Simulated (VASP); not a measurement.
# ZnS (P6_3mc) in VASP: notebook

Runs on ZnS. Level: PBE. Tasks: single point.

All numbers are computed with VASP 6.6.1; they aren't measurements. Logs are shortened: lines on timing, memory, paths and dates and some standing lists are left out, and cuts for length are marked.

## 1. The cell of the first run

Symmetry: P6_3mc, No. 186, hexagonal system. The conventional cell has a = 3.823 Å, b = 3.823 Å, c = 6.261 Å, α = 90.00°, β = 90.00°, γ = 120.00°. Zn (site symmetry 3m) has 4 S at 2.34 to 2.35 Å within 3.1 Å. S (site symmetry 3m) has 4 Zn at 2.34 to 2.35 Å within 3.1 Å.

## 2. Single point, PBE

INCAR reads:

```
SYSTEM = ZnS
  PREC = Accurate
  ENCUT = 520
  EDIFF = 1E-7
  ISMEAR = -1
  SIGMA = 0.02
  LREAL = .False.
  LASPH = .True.
  NELM = 100
  ALGO = Normal
  ISIF = 2
  LWAVE = .False.
  LCHARG = .False.
  GGA = PE
  NBANDS = 26
```

KPOINTS reads:

```
Automatic mesh
0
Gamma
  13 13 7
  0 0 0
```

POSCAR reads:

```
ZnS
1.0
    3.8227000000      0.0000000000      0.0000000000
   -1.9113500000      3.3105553110      0.0000000000
    0.0000000000      0.0000000000      6.2607000000
Zn S
2 2
Direct
    0.3333333333      0.6666666667      0.0000000000
    0.6666666667      0.3333333333      0.5000000000
    0.3333333333      0.6666666667      0.3748000000
    0.6666666667      0.3333333333      0.8748000000
```

Potentials or basis: VASP PAW PBE potentials, release 64 (Zn, S).

The run is started by

```console
> cat potpaw_PBE.64/Zn/POTCAR potpaw_PBE.64/S/POTCAR > POTCAR
> mpirun -np 1 vasp_std > vasp.out
```

OUTCAR:

```text
SYSTEM = ZnS
   PREC = Accurate
   ENCUT = 520
   EDIFF = 1E-7
   ISMEAR = -1
   LREAL = .False.
   LASPH = .True.
   NELM = 100
   ISIF = 2
   GGA = PE

 ion  position               nearest neighbor table
   1  0.333  0.667  0.000-   4 2.34   4 2.34   4 2.34   3 2.35
   2  0.667  0.333  0.500-   3 2.34   3 2.34   3 2.34   4 2.35
   3  0.333  0.667  0.375-   2 2.34   2 2.34   2 2.34   1 2.35
   4  0.667  0.333  0.875-   1 2.34   1 2.34   1 2.34   2 2.35

  LATTYP: Found a hexagonal cell.
 ALAT       =     3.8227000000
 C/A-ratio  =     1.6377691161

  Lattice vectors:

 A1 = (   3.8227000000,   0.0000000000,   0.0000000000)
 A2 = (  -1.9113500000,   3.3105553110,   0.0000000000)
 A3 = (   0.0000000000,   0.0000000000,   6.2607000000)

Analysis of symmetry for initial positions (statically):
=====================================================================
 Subroutine PRICEL returns:
 Original cell was already a primitive cell.

 Routine SETGRP: Setting up the symmetry group for a
 hexagonal supercell.

 Subroutine GETGRP returns: Found 12 space group operations
 (whereof  6 operations were pure point group operations)
 out of a pool of 24 trial point group operations.

The static configuration has the point symmetry C_3v.
 The point group associated with its full space group is C_6v.

Analysis of symmetry for dynamics (positions and initial velocities):
=====================================================================
 Subroutine PRICEL returns:
 Original cell was already a primitive cell.

 Routine SETGRP: Setting up the symmetry group for a
 hexagonal supercell.

 Subroutine GETGRP returns: Found 12 space group operations
 (whereof  6 operations were pure point group operations)
 out of a pool of 24 trial point group operations.

The dynamic configuration has the point symmetry C_3v.
 The point group associated with its full space group is C_6v.

 Subroutine INISYM returns: Found 12 space group operations
 (whereof  6 operations are pure point group operations),
 and found     1 'primitive' translations

----------------------------------------------------------------------------------------

                                     Primitive cell

  volume of cell :      79.2308

  direct lattice vectors                    reciprocal lattice vectors
     3.822700000  0.000000000  0.000000000     0.261595208  0.151032064  0.000000000
    -1.911350000  3.310555311  0.000000000     0.000000000  0.302064127  0.000000000
[... 89 lines left out ...]
   EDIFF  = 0.1E-06   stopping-criterion for ELM
   LREAL  =      F    real-space projection
   EDIFFG = 0.1E-05   stopping-criterion for IOM
   NSW    =      0    number of steps for IOM
   IBRION =     -1    ionic relax: 0-MD 1-quasi-New 2-CG
   NFREE  =      0    steps in history (QN), initial steepest desc. (CG)
   ISIF   =      2    stress and relaxation
   ISYM   =      2    0-nonsym 1-usesym 2-fastsym
   POTIM  = 0.5000    time-step for ionic-motion
   TEBEG  =    0.0;   TEEND  =   0.0 temperature during run
   PSTRESS=    0.0 pullay stress
   NELECT =      36.0000    total number of electrons
   NUPDOWN=      -1.0000    fix difference up-down
   EMIN   =  10.00;   EMAX   =-10.00  energy-range for DOS
   EFERMI =   0.00;   METHOD = LEGACY
   ISMEAR =    -1;   SIGMA  =   0.02  broadening in eV -4-tet -1-fermi 0-gaus
   EFERMI_NEDOS =   21; number of points for ismear=-14 and -15
   IALGO  =     38    algorithm
   IMIX   =      4    mixing-type and parameters
     AMIX     =   0.40;   BMIX     =  1.00
     AMIX_MAG =   1.60;   BMIX_MAG =  1.00
  volume/ion in A,a.u.               =      19.81       133.67
  Fermi-wavevector in a.u.,A,eV,Ry     =   1.258571  2.378354 21.551637  1.584001
  Thomas-Fermi vector in A             =   2.392174
   LORBIT       =      0    0 simple, 1 ext, 2 COOP (PROOUT), +10 PAW based schemes
   GGA     = PE    functional components
   LHFCALC =     F    Hartree Fock is set to
   AEXX    =    0.0000 exact exchange contribution
   IVDW    =     0    specifies the selected vdW correction
   LEPSILON=     F    determine dielectric tensor
   LRPA    =     F    only Hartree local field effects (RPA)
 non-spin polarized calculation
  energy-cutoff  :      520.00
  volume of cell :       79.23
 maximum number of plane-waves:      2150
   NGX = 15   NGY = 15   NGZ = 23

 number of electron      35.9999987 magnetization

 Free energy of the ion-electron system (eV)
  ---------------------------------------------------
  ext. energy  EPLUGINS =         0.00000000
  ---------------------------------------------------
  free energy    TOTEN  =       -13.68576263 eV

  energy without entropy =      -13.68576263  energy(sigma->0) =      -13.68576263

 E-fermi :   2.4494     XC(G=0):  -9.6046

 val. band max:        2.0845047393   @ k =   0.0000   0.0000   0.0000
 cond. band min:       4.2552886275   @ k =   0.0000   0.0000   0.0000
 fundamental gap:      2.1707838882
 Fermi energy:         2.4494493611

 k-point     1 :       0.0000    0.0000    0.0000
  band No.  band energies     occupation
      1     -11.0503      2.00000
      2     -10.1249      2.00000
      3      -4.2395      2.00000
      4      -4.2283      2.00000
      5      -4.2283      2.00000
      6      -4.1473      2.00000
[... 685 lines left out ...]
     25      10.3247      0.00000
     26      10.6033      0.00000

 [... further k-points ...]

------------------------ aborting loop because EDIFF is reached ----------------------------------------

  FORCE on cell =-STRESS in cart. coord.  units (eV):
  Direction    XX          YY          ZZ          XY          YZ          ZX
  --------------------------------------------------------------------------------------
  -------------------------------------------------------------------------------------
  Total        0.7282842      0.7282842      0.7988046      0.0000000      0.0000000      0.0000000
  in kB       14.7271093     14.7271093     16.1531474      0.0000000      0.0000000      0.0000000
  external PRESSURE =      15.2024553 kB  Pullay stress =       0.0000000 kB

 VOLUME and BASIS-vectors are now :
 -----------------------------------------------------------------------------
  energy-cutoff  :      520.00
  volume of cell :       79.23
      direct lattice vectors                 reciprocal lattice vectors
     3.822700000  0.000000000  0.000000000     0.261595208  0.151032064  0.000000000
    -1.911350000  3.310555311  0.000000000     0.000000000  0.302064127  0.000000000
     0.000000000  0.000000000  6.260700000     0.000000000  0.000000000  0.159726548

 POSITION                                       TOTAL-FORCE (eV/Angst)
 -----------------------------------------------------------------------------------
     -0.00000      2.20704      0.00000         0.000000      0.000000      0.005995
      1.91135      1.10352      3.13035        -0.000000     -0.000000      0.005995
     -0.00000      2.20704      2.34651        -0.000000      0.000000     -0.005995
      1.91135      1.10352      5.47686         0.000000     -0.000000     -0.005995
 -----------------------------------------------------------------------------------
    total drift:                               -0.000000     -0.000000     -0.000187

  FREE ENERGIE OF THE ION-ELECTRON SYSTEM (eV)
  ---------------------------------------------------
  free  energy   TOTEN  =       -13.6857626335 eV

  energy  without entropy=      -13.6857626335  energy(sigma->0) =      -13.68576263
```

Wall time 88 s (1 thread of AMD EPYC 9R45 (Zen 5), shared host); peak memory 0.25 GiB.

What came out:

```
Free energy            : -13.6858 eV
Pressure               : 1.5 GPa
Largest force          : 0.006 eV/Å
Band gap on the k mesh : 2.17 eV
```

Forces in eV/Å, atoms in the order of the input:
```
Zn   0.000  0.000  0.006
Zn   0.000  0.000  0.006
S    0.000  0.000 -0.006
S    0.000  0.000 -0.006
```

Levels at points of the mesh, in eV from the valence-band top:
```csv
k point,band 15,band 16,band 17,band 18,band 19,band 20,band 21,band 22
"(0.00, 0.00, 0.00)",-0.88,-0.07,0.00,0.00,2.17,3.08,6.31,6.31
```

A k mesh can miss the band edges.

## 3. Single point, PBE (z stretched by +1 %, then relaxed in part)

INCAR reads:

```
SYSTEM = ZnS
ALGO = Normal
EDIFF = 1E-7
ENCUT = 520
GGA = PE
ISIF = 2
ISMEAR = -1
LASPH = .TRUE.
LCHARG = .FALSE.
LREAL = .FALSE.
LWAVE = .FALSE.
NBANDS = 26
NELM = 100
PREC = Accurate
SIGMA = 0.02
```

KPOINTS reads:

```
k-points
0
G
  13 13 7
  0 0 0
```

POSCAR reads:

```
ZnS
1.0
    3.8227000000      0.0000000000      0.0000000000
   -1.9113500000      3.3105553110      0.0000000000
    0.0000000000      0.0000000000      6.3233070000
Zn S
2 2
Direct
    0.3333333333      0.6666666667      0.0009298895
    0.6666666667      0.3333333333      0.5009298895
    0.3333333333      0.6666666667      0.3738701105
    0.6666666667      0.3333333333      0.8738701105
```

Potentials or basis: VASP PAW PBE potentials, release 64 (Zn, S).

The run is started by

```console
> cat potpaw_PBE.64/Zn/POTCAR potpaw_PBE.64/S/POTCAR > POTCAR
> mpirun -np 1 vasp_std > vasp.out
```

Wall time 90 s (1 thread of AMD EPYC 9R45 (Zen 5), shared host); peak memory 0.25 GiB.

Results (log left out):

* Free energy: -13.6906 eV
* Pressure: 0.8 GPa
* Band gap on the k mesh: 2.10 eV

Stress tensor (GPa, compression positive):
```
1.04 0.00 0.00
0.00 1.04 0.00
0.00 0.00 0.24
```

Levels at points of the mesh, in eV from the valence-band top:
```
           k point  band 14  band 15  band 16  band 17  band 18  band 19  band 20  band 21  band 22  band 23
(0.00, 0.00, 0.00)    -0.85    -0.85    -0.12     0.00     0.00     2.10     3.13     6.35     6.35     6.49
```

Caveat: the cell differs from its parent crystal (z stretched by +1 %, then relaxed in part).

## 4. Single point, PBE (20.20 Å³/atom)

This run uses another cell than the first one, of 20.20 Å³/atom.

INCAR reads:

```
ALGO = Normal
EDIFF = 1E-7
ENCUT = 520
GGA = PE
ISIF = 2
ISMEAR = -1
LASPH = True
LCHARG = False
LREAL = False
LWAVE = False
NBANDS = 26
NELM = 80
PREC = Accurate
SIGMA = 0.02
```

KPOINTS reads:

```
k-points
0
Gamma
  13 13 7
```

POSCAR reads:

```
ZnS
1.0
    3.8480166318      0.0000000000      0.0000000000
   -1.9240083159      3.3324801573      0.0000000000
    0.0000000000      0.0000000000      6.3021627977
Zn S
2 2
Direct
    0.3333333333      0.6666666667      0.0000000000
    0.6666666667      0.3333333333      0.5000000000
    0.3333333333      0.6666666667      0.3748000000
    0.6666666667      0.3333333333      0.8748000000
```

Potentials or basis: VASP PAW PBE potentials, release 64 (Zn, S).

The run is started by

```console
> cat potpaw_PBE.64/Zn/POTCAR potpaw_PBE.64/S/POTCAR > POTCAR
> mpirun -np 1 vasp_std > vasp.out
```

OUTCAR:

```text
EDIFF = 1E-7
   ENCUT = 520
   GGA = PE
   ISIF = 2
   ISMEAR = -1
   LASPH = True
   LREAL = False
   NELM = 80
   PREC = Accurate

 ion  position               nearest neighbor table
   1  0.333  0.667  0.000-   4 2.36   4 2.36   4 2.36   3 2.36
   2  0.667  0.333  0.500-   3 2.36   3 2.36   3 2.36   4 2.36
   3  0.333  0.667  0.375-   2 2.36   2 2.36   2 2.36   1 2.36
   4  0.667  0.333  0.875-   1 2.36   1 2.36   1 2.36   2 2.36

  LATTYP: Found a hexagonal cell.
[... 895 lines left out ...]

  FORCE on cell =-STRESS in cart. coord.  units (eV):
  Direction    XX          YY          ZZ          XY          YZ          ZX
  --------------------------------------------------------------------------------------
  -------------------------------------------------------------------------------------
  Total        0.0209677      0.0209677      0.0819477      0.0000000      0.0000000      0.0000000
  in kB        0.4156880      0.4156880      1.6246253      0.0000000      0.0000000      0.0000000
  external PRESSURE =       0.8186671 kB  Pullay stress =       0.0000000 kB

 VOLUME and BASIS-vectors are now :
 -----------------------------------------------------------------------------
  energy-cutoff  :      520.00
  volume of cell :       80.82
      direct lattice vectors                 reciprocal lattice vectors
     3.848016632  0.000000000  0.000000000     0.259874137  0.150038403  0.000000000
    -1.924008316  3.332480157  0.000000000     0.000000000  0.300076806  0.000000000
     0.000000000  0.000000000  6.302162798     0.000000000  0.000000000  0.158675685

 POSITION                                       TOTAL-FORCE (eV/Angst)
 -----------------------------------------------------------------------------------
     -0.00000      2.22165      0.00000         0.000000     -0.000000      0.002187
      1.92401      1.11083      3.15108        -0.000000      0.000000      0.002187
     -0.00000      2.22165      2.36205        -0.000000      0.000000     -0.002187
      1.92401      1.11083      5.51313         0.000000     -0.000000     -0.002187
 -----------------------------------------------------------------------------------
    total drift:                               -0.000000     -0.000000     -0.000228

  FREE ENERGIE OF THE ION-ELECTRON SYSTEM (eV)
  ---------------------------------------------------
  free  energy   TOTEN  =       -13.6939012454 eV

  energy  without entropy=      -13.6939012454  energy(sigma->0) =      -13.69390125
```

OSZICAR:

```text
N       E                     dE             d eps       ncg     rms          rms(c)
DAV:   1     0.242439725598E+03    0.24244E+03   -0.16991E+04  4368   0.165E+03
DAV:   2     0.996228095008E+01   -0.23248E+03   -0.22253E+03  4514   0.347E+02
DAV:   3    -0.139659854032E+02   -0.23928E+02   -0.23692E+02  5246   0.111E+02
DAV:   4    -0.145395322341E+02   -0.57355E+00   -0.57232E+00  5108   0.173E+01
DAV:   5    -0.145484642356E+02   -0.89320E-02   -0.89298E-02  5312   0.212E+00    0.934E+00
DAV:   6    -0.137027491533E+02    0.84572E+00   -0.16327E+00  6558   0.364E+01    0.722E+00
DAV:   7    -0.136984832760E+02    0.42659E-02   -0.11679E+00  4636   0.631E+00    0.337E+00
DAV:   8    -0.136928924147E+02    0.55909E-02   -0.35051E-02  5452   0.189E+00    0.916E-01
DAV:   9    -0.136935115423E+02   -0.61913E-03   -0.81318E-03  5918   0.135E+00    0.219E-01
DAV:  10    -0.136936768095E+02   -0.16527E-03   -0.64700E-04  5116   0.323E-01    0.905E-02
DAV:  11    -0.136938991764E+02   -0.22237E-03   -0.36396E-04  4512   0.121E-01    0.563E-02
DAV:  12    -0.136938979978E+02    0.11786E-05   -0.11426E-05  5342   0.274E-02    0.110E-02
DAV:  13    -0.136939012109E+02   -0.32131E-05   -0.48971E-06  4536   0.143E-02    0.265E-03
DAV:  14    -0.136939012454E+02   -0.34495E-07   -0.39109E-07  5406   0.130E-02
   1 F= -.13693901E+02 E0= -.13693901E+02  d E =-.191336E-10
```

Wall time 89 s (1 thread of AMD EPYC 9R45 (Zen 5), shared host); peak memory 0.26 GiB.

What came out:

- Free energy: -13.6939 eV
- Pressure: 0.1 GPa
- Band gap on the k mesh: 2.08 eV

Forces in eV/Å, atoms in the order of the input:
```
Zn   0.000  0.000  0.002
Zn   0.000  0.000  0.002
S    0.000  0.000 -0.002
S    0.000  0.000 -0.002
```

## 5. Single point, PBE (z stretched by +2 %, then relaxed in part)

INCAR reads:

```
SYSTEM = ZnS
PREC = Accurate ; ENCUT = 520
EDIFF = 1E-7 ; ISMEAR = -1
SIGMA = 0.02 ; LREAL = .FALSE.
LASPH = .TRUE. ; NELM = 100
ALGO = Normal ; ISIF = 2
LWAVE = .FALSE. ; LCHARG = .FALSE.
GGA = PE ; NBANDS = 26
```

KPOINTS reads:

```
Automatic mesh
0
G
  13 13 7
  0 0 0
```

POSCAR reads:

```
ZnS
1.0
    3.8227000000      0.0000000000      0.0000000000
   -1.9113500000      3.3105553110      0.0000000000
    0.0000000000      0.0000000000      6.3859140000
Zn S
2 2
Direct
    0.3333333333      0.6666666667      0.0016550753
    0.6666666667      0.3333333333      0.5016550753
    0.3333333333      0.6666666667      0.3731449247
    0.6666666667      0.3333333333      0.8731449247
```

The run is started by

```console
> cat potpaw_PBE.64/Zn/POTCAR potpaw_PBE.64/S/POTCAR > POTCAR
> mpirun -np 1 vasp_std > vasp.out
```

Run time: 84 s. Hardware: 1 thread of AMD EPYC 9R45 (Zen 5), shared host; peak memory 0.25 GiB.

The run converged. Its results:

```yaml
Free_energy: -13.6886 eV
Pressure: 0.1 GPa
Band_gap_on_the_k_mesh: 2.02 eV
```

Stress tensor (GPa, compression positive):
```
 0.66  0.00  0.00
 0.00  0.66  0.00
 0.00  0.00 -1.12
```

Levels at points of the mesh, in eV from the valence-band top:
```tsv
k point	band 14	band 15	band 16	band 17	band 18	band 19	band 20	band 21	band 22	band 23
(0.00, 0.00, 0.00)	-0.82	-0.82	-0.17	0.00	0.00	2.02	3.18	6.39	6.39	6.40
```

Caveat: the cell differs from its parent crystal (z stretched by +2 %, then relaxed in part).

## 6. Single point, PBE (z stretched by +3 %, then relaxed in part)

INCAR, as its differences from that of step 5:

```diff
@@ -4,3 +4,3 @@
 SIGMA = 0.02 ; LREAL = .FALSE.
-LASPH = .TRUE. ; NELM = 100
+LASPH = .TRUE. ; NELM = 60
 ALGO = Normal ; ISIF = 2
```

KPOINTS is that of step 5.

POSCAR reads:

```
ZnS
1.0
    3.8227000000      0.0000000000      0.0000000000
   -1.9113500000      3.3105553110      0.0000000000
    0.0000000000      0.0000000000      6.4485210000
Zn S
2 2
Direct
    0.3333333333      0.6666666667      0.0023881944
    0.6666666667      0.3333333333      0.5023881944
    0.3333333333      0.6666666667      0.3724118056
    0.6666666667      0.3333333333      0.8724118056
```

Potentials or basis: VASP PAW PBE potentials, release 64 (Zn, S).

The run is started by

```console
> cat potpaw_PBE.64/Zn/POTCAR potpaw_PBE.64/S/POTCAR > POTCAR
> mpirun -np 1 vasp_std > vasp.out
```

Wall time 84 s (1 thread of AMD EPYC 9R45 (Zen 5), shared host); peak memory 0.25 GiB.

Results (log left out):

```
Free energy            : -13.6798 eV
Pressure               : -0.6 GPa
Largest force          : 0.005 eV/Å
Band gap on the k mesh : 1.94 eV
```

Forces in eV/Å, atoms in the order of the input:
```
Zn   0.000  0.000 -0.005
Zn   0.000  0.000 -0.005
S    0.000  0.000  0.005
S    0.000  0.000  0.005
```

Stress tensor (GPa, compression positive):
```
 0.28  0.00  0.00
 0.00  0.28  0.00
 0.00  0.00 -2.41
```

Levels at points of the mesh, in eV from the valence-band top:
```tsv
k point	band 14	band 15	band 16	band 17	band 18	band 19	band 20	band 21	band 22	band 23
(0.00, 0.00, 0.00)	-0.79	-0.79	-0.21	0.00	0.00	1.94	3.23	6.31	6.42	6.42
```

Caveat: the cell differs from its parent crystal (z stretched by +3 %, then relaxed in part). A k mesh can miss the band edges.

## 7. Summary

| cell | gap on the mesh (eV) | pressure (GPa) |
| --- | --- | --- |
| a = 3.823, b = 3.823, c = 6.261 Å, angles 90.0, 90.0, 120.0°, 4 atoms, atomic positions A | 2.17 | 1.5 |
| a = 3.823, b = 3.823, c = 6.323 Å, angles 90.0, 90.0, 120.0°, 4 atoms, atomic positions B | 2.10 | 0.8 |
| a = 3.848, b = 3.848, c = 6.302 Å, angles 90.0, 90.0, 120.0°, 4 atoms, atomic positions A | 2.08 | 0.1 |
| a = 3.823, b = 3.823, c = 6.386 Å, angles 90.0, 90.0, 120.0°, 4 atoms, atomic positions C | 2.02 | 0.1 |
| a = 3.823, b = 3.823, c = 6.449 Å, angles 90.0, 90.0, 120.0°, 4 atoms, atomic positions D | 1.94 | -0.6 |

Alike in all rows: task single point; level PBE; potentials or basis VASP PAW PBE potentials, release 64 (Zn, S); no spin polarisation; k mesh 13 × 13 × 7; cutoff (eV) 520; smearing fermi-dirac 0.02 eV.

Total energies depend on the potentials used, so only differences within one code and one set of settings carry meaning.
